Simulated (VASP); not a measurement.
# ScNb (P-6m2) in VASP: further runs, part 2 of 2

VASP 6.6.1. The steps go on from the part before.

### 3 Single point, PBE

This run uses another cell than the first one, of 21.05 Å³/atom.

Contents of INCAR:

```
PREC = Accurate
ENCUT = 520
EDIFF = 1E-6
ISMEAR = -1
SIGMA = 0.05
LREAL = F
LASPH = T
NELM = 60
ALGO = Normal
ISIF = 2
LWAVE = F
LCHARG = F
GGA = PE
NBANDS = 19
```

Contents of KPOINTS:

```
regular mesh
0
Gamma
  10 10 5
```

Contents of POSCAR:

```
ScNb
1.0
    3.0859472334      0.0000000000      0.0000000000
   -1.5429736167      2.6725086988      0.0000000000
    0.0000000000      0.0000000000      5.1057856677
Nb Sc
1 1
Direct
    0.3333333333      0.6666666667      0.5000000000
    0.0000000000      0.0000000000      0.0000000000
```

Potentials or basis: VASP PAW PBE potentials, release 64 (Nb_sv, Sc_sv).

On the command line:

```console
cat potpaw_PBE.64/Nb_sv/POTCAR potpaw_PBE.64/Sc_sv/POTCAR > POTCAR
mpirun -np 1 vasp_std > vasp.out
```

OUTCAR:

```text
PREC = Accurate
   ENCUT = 520
   EDIFF = 1E-6
   ISMEAR = -1
   LREAL = F
   LASPH = T
   NELM = 60
   ISIF = 2
   GGA = PE

 ion  position               nearest neighbor table
   1  0.333  0.667  0.500-   2 3.11   2 3.11   2 3.11   2 3.11   2 3.11   2 3.11
   2  0.000  0.000  0.000-   1 3.11   1 3.11   1 3.11   1 3.11   1 3.11   1 3.11

  LATTYP: Found a hexagonal cell.
 ALAT       =     3.0859472334
 C/A-ratio  =     1.6545278586

  Lattice vectors:

 A1 = (   3.0859472334,   0.0000000000,   0.0000000000)
 A2 = (  -1.5429736167,   2.6725086988,   0.0000000000)
 A3 = (   0.0000000000,   0.0000000000,   5.1057856677)

Analysis of symmetry for initial positions (statically):
=====================================================================
 Subroutine PRICEL returns:
 Original cell was already a primitive cell.

 Routine SETGRP: Setting up the symmetry group for a
 hexagonal supercell.

 Subroutine GETGRP returns: Found 12 space group operations
 (whereof 12 operations were pure point group operations)
 out of a pool of 24 trial point group operations.

[... 152 lines left out ...]
 number of electron      23.9999999 magnetization

 Free energy of the ion-electron system (eV)
  ---------------------------------------------------
  ext. energy  EPLUGINS =         0.00000000
  ---------------------------------------------------
  free energy    TOTEN  =       -16.05955935 eV

  energy without entropy =      -16.04192300  energy(sigma->0) =      -16.05074117

 E-fermi :   7.0043     XC(G=0): -11.1229

 val. band max:        6.9886574994   @ k =   0.4000   0.2000   0.4000
 cond. band min:       7.0174818640   @ k =   0.3000   0.2000   0.4000
 fundamental gap:      0.0288243646
 Fermi energy:         7.0043102736

 k-point     1 :       0.0000    0.0000    0.0000
  band No.  band energies     occupation
      1     -47.7342      2.00000
      2     -42.0751      2.00000
      3     -23.8724      2.00000
      4     -23.3798      2.00000
      5     -23.3798      2.00000
      6     -20.6809      2.00000
[... 505 lines left out ...]
      6     -20.9415      2.00000
[... 11 lines left out ...]
     18      11.4351      0.00000
     19      12.1126      0.00000

 [... further k-points ...]
[... 5 lines left out ...]
  --------------------------------------------------------------------------------------
  -------------------------------------------------------------------------------------
  Total       -0.5159005     -0.5159005     -0.6711746      0.0000000      0.0000000      0.0000000
  in kB      -19.6293684    -19.6293684    -25.5373546      0.0000000      0.0000000      0.0000000
  external PRESSURE =     -21.5986972 kB  Pullay stress =       0.0000000 kB

 VOLUME and BASIS-vectors are now :
 -----------------------------------------------------------------------------
  energy-cutoff  :      520.00
  volume of cell :       42.11
      direct lattice vectors                 reciprocal lattice vectors
     3.085947233  0.000000000  0.000000000     0.324049611  0.187090130  0.000000000
    -1.542973617  2.672508699  0.000000000     0.000000000  0.374180260  0.000000000
     0.000000000  0.000000000  5.105785668     0.000000000  0.000000000  0.195856243

 POSITION                                       TOTAL-FORCE (eV/Angst)
 -----------------------------------------------------------------------------------
     -0.00000      1.78167      2.55289        -0.000000     -0.000000      0.000000
      0.00000      0.00000      0.00000         0.000000      0.000000      0.000000
 -----------------------------------------------------------------------------------
    total drift:                                0.000000     -0.000000     -0.000000

  FREE ENERGIE OF THE ION-ELECTRON SYSTEM (eV)
  ---------------------------------------------------
  free  energy   TOTEN  =       -16.0595593485 eV

  energy  without entropy=      -16.0419229975  energy(sigma->0) =      -16.05074117
```

Run time: 62 s. Hardware: 1 thread of Intel Xeon 8259CL, shared host; peak memory 0.15 GiB.

What came out:

| Item | Value |
| --- | --- |
| Free energy | -16.0596 eV |
| Pressure | -2.2 GPa |
| Band gap on the k mesh | zero (bands 12 and 13 overlap by 0.89 eV) |

Stress tensor (GPa, compression positive):
```
-1.96  0.00  0.00
 0.00 -1.96  0.00
 0.00  0.00 -2.55
```

### 4 Single point, PBE

This run uses another cell than the first one, of 21.47 Å³/atom.

Contents of INCAR:

```
SYSTEM = ScNb
  PREC = Accurate
  ENCUT = 520
  EDIFF = 1E-6
  ISMEAR = -1
  SIGMA = 0.05
  LREAL = .FALSE.
  LASPH = .TRUE.
  NELM = 80
  ALGO = Normal
  ISIF = 2
  LWAVE = .FALSE.
  LCHARG = .FALSE.
  GGA = PE
  NBANDS = 19
```

Contents of KPOINTS:

```
regular mesh
0
G
  10 10 5
  0 0 0
```

Contents of POSCAR:

```
ScNb
1.0
    3.1059864133      0.0000000000      0.0000000000
   -1.5529932067      2.6898631377      0.0000000000
    0.0000000000      0.0000000000      5.1389410491
Nb Sc
1 1
Direct
    0.3333333333      0.6666666667      0.5000000000
    0.0000000000      0.0000000000      0.0000000000
```

On the command line:

```console
cat potpaw_PBE.64/Nb_sv/POTCAR potpaw_PBE.64/Sc_sv/POTCAR > POTCAR
mpirun -np 1 vasp_std > vasp.out
```

It took 54 s on 1 thread of Intel Xeon 8259CL, shared host; peak memory 0.15 GiB.

Results (log left out):

```
Free energy            : -16.0443 eV
Pressure               : -3.9 GPa
Band gap on the k mesh : zero (bands 12 and 13 overlap by 0.89 eV)
```

Stress tensor (GPa, compression positive):
```
-3.70  0.00  0.00
 0.00 -3.70  0.00
 0.00  0.00 -4.35
```

Levels at points of the mesh, in eV from the Fermi level:
| k point | band 8 | band 9 | band 10 | band 11 | band 12 | band 13 | band 14 | band 15 | band 16 | band 17 |
| --- | --- | --- | --- | --- | --- | --- | --- | --- | --- | --- |
| (0.00, 0.00, 0.00) | -27.53 | -5.57 | -2.74 | 0.60 | 0.60 | 0.71 | 1.02 | 2.02 | 2.02 | 2.14 |
| (0.50, 0.00, 0.00) | -27.64 | -2.62 | -1.92 | -1.70 | -0.20 | 0.86 | 0.89 | 1.51 | 4.22 | 4.35 |

Caveat: the cell stands under tension.

### 5 Single point, PBE

This run uses another cell than the first one, of 21.88 Å³/atom.

Contents of INCAR:

```
SYSTEM = ScNb
PREC = Accurate
ENCUT = 520
EDIFF = 1E-7
ISMEAR = -1
SIGMA = 0.05
LREAL = .False.
LASPH = .True.
NELM = 100
ALGO = Normal
ISIF = 2
LWAVE = .False.
LCHARG = .False.
GGA = PE
NBANDS = 19
```

Contents of KPOINTS:

```
regular mesh
0
Gamma
  10 10 5
  0 0 0
```

Contents of POSCAR:

```
ScNb
1.0
    3.1257702997      0.0000000000      0.0000000000
   -1.5628851498      2.7069964858      0.0000000000
    0.0000000000      0.0000000000      5.1716740402
Nb Sc
1 1
Direct
    0.3333333333      0.6666666667      0.5000000000
    0.0000000000      0.0000000000      0.0000000000
```

On the command line:

```console
cat potpaw_PBE.64/Nb_sv/POTCAR potpaw_PBE.64/Sc_sv/POTCAR > POTCAR
mpirun -np 1 vasp_std > vasp.out
```

It took 52 s on 1 thread of Intel Xeon 8259CL, shared host; peak memory 0.15 GiB.

Results (log left out):

```yaml
Free_energy: -16.0204 eV
Pressure: -5.5 GPa
Band_gap_on_the_k_mesh: zero (bands 12 and 13 overlap by 0.89 eV)
```

Stress tensor (GPa, compression positive):
```
-5.31  0.00  0.00
 0.00 -5.31  0.00
 0.00  0.00 -5.99
```

Levels at points of the mesh, in eV from the Fermi level:
```csv
k point,band 10,band 11,band 12,band 13,band 14,band 15
"(0.00, 0.00, 0.00)",-2.69,0.59,0.59,0.66,1.00,1.98
"(0.50, 0.00, 0.00)",-1.87,-1.67,-0.23,0.85,0.88,1.47
```

Caveat: the cell stands under tension.

### 6 Single point, PBE

Edit INCAR of step 5 so:

```diff
@@ -3,5 +3,5 @@
 ENCUT = 520
-EDIFF = 1E-7
+EDIFF = 1E-6
 ISMEAR = -1
-SIGMA = 0.05
+SIGMA = 0.03
 LREAL = .False.
```

Contents of KPOINTS:

```
Automatic mesh
0
Gamma
  6 6 3
  0 0 0
```

Contents of POSCAR:

```
ScNb
1.0
    3.0656443612      0.0000000000      0.0000000000
   -1.5328221806      2.6549258957      0.0000000000
    0.0000000000      0.0000000000      5.0721940000
Nb Sc
1 1
Direct
    0.3333333333      0.6666666667      0.5000000000
    0.0000000000      0.0000000000      0.0000000000
```

Potentials or basis: VASP PAW PBE potentials, release 64 (Nb_sv, Sc_sv).

On the command line:

```console
cat potpaw_PBE.64/Nb_sv/POTCAR potpaw_PBE.64/Sc_sv/POTCAR > POTCAR
mpirun -np 1 vasp_std > vasp.out
```

It took 12 s on 1 thread of Intel Xeon Platinum 8259CL at 2.50GHz (Skylake/Cascade Lake), shared host; peak memory 0.16 GiB.

Results (log left out):

| Quantity | Value |
| --- | --- |
| Free energy | -16.0451 eV |
| Pressure | 0.2 GPa |
| Band gap on the k mesh | zero (bands 12 and 13 overlap by 0.97 eV) |

Stress tensor (GPa, compression positive):
```
0.27 0.00 0.00
0.00 0.27 0.00
0.00 0.00 0.05
```

Levels at points of the mesh, in eV from the Fermi level:
| k point | band 9 | band 10 | band 11 | band 12 | band 13 | band 14 | band 15 | band 16 |
| --- | --- | --- | --- | --- | --- | --- | --- | --- |
| (0.00, 0.00, 0.00) | -5.68 | -2.85 | 0.60 | 0.60 | 0.78 | 1.01 | 2.06 | 2.06 |
| (0.50, 0.00, 0.00) | -2.75 | -2.06 | -1.79 | -0.17 | 0.84 | 0.89 | 1.54 | 4.43 |

Caveat: the k points lie up to 0.41 Å⁻¹ apart, too coarse for converged energies and pressures of a metal.

### 7 Summary

| cell | k mesh | smearing | gap on the mesh (eV) | pressure (GPa) |
| --- | --- | --- | --- | --- |
| a = 3.066, b = 3.066, c = 5.072 Å, angles 90.0, 90.0, 120.0°, 2 atoms | 10 × 10 × 5 | fermi-dirac 0.05 eV | none | -0.2 |
| a = 3.086, b = 3.086, c = 5.106 Å, angles 90.0, 90.0, 120.0°, 2 atoms | 10 × 10 × 5 | fermi-dirac 0.05 eV | none | -2.2 |
| a = 3.106, b = 3.106, c = 5.139 Å, angles 90.0, 90.0, 120.0°, 2 atoms | 10 × 10 × 5 | fermi-dirac 0.05 eV | none | -3.9 |
| a = 3.126, b = 3.126, c = 5.172 Å, angles 90.0, 90.0, 120.0°, 2 atoms | 10 × 10 × 5 | fermi-dirac 0.05 eV | none | -5.5 |
| a = 3.066, b = 3.066, c = 5.072 Å, angles 90.0, 90.0, 120.0°, 2 atoms | 6 × 6 × 3 | fermi-dirac 0.03 eV | none | 0.2 |

Alike in all rows: task single point; level PBE; potentials or basis VASP PAW PBE potentials, release 64 (Nb_sv, Sc_sv); no spin polarisation; cutoff (eV) 520.

Caveats: some runs use coarse meshes; the cell stands under tension (at least some runs).

Absolute energies hang on the potentials; compare differences alone.

The gap in the log of VASP goes by the Fermi energy; the results here count the filled bands.